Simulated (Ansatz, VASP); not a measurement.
One calculation of ZnCu, two programs

```
CELL_PARAMETERS angstrom
2.98917 0.00000 0.00000
0.00000 2.90083 0.00000
0.00000 0.00000 2.94500
ATOMIC_POSITIONS crystal
Zn 0.50000 0.50000 0.50000
Cu 0.00000 0.00000 0.00000
```

Change from the starting cell: strain +0.0150 x Voigt [1, -1, 0, 0, 0, 0], atoms carried along.

Alike in both runs: task single point; functional PBE; k mesh 16 × 16 × 16; occupations gaussian, width 0.15 eV; no spin polarisation.

|  | VASP | Ansatz |
| --- | --- | --- |
| version | VASP 6.6.1 | Ansatz 0.2.0 |
| potentials or method | VASP PAW PBE potentials, release 64 (Zn, Cu), cutoff 520 eV | scalar-relativistic, plane waves, PAW |
| valence electrons in the cell | 23 | 31 |

Ansatz gave:

- gap on the k mesh at the Fermi level (eV): none
- pressure (GPa): 2.3

Q: What did VASP give for the same quantities?

A: gap on the k mesh at the Fermi level (eV): none; pressure (GPa): 3.2.

A gap of «none» marks a metal or a gap that the smearing closes. VASP's potentials hold 23 valence electrons a cell and Ansatz's 31, so a difference there can come from the potentials and not from the codes.
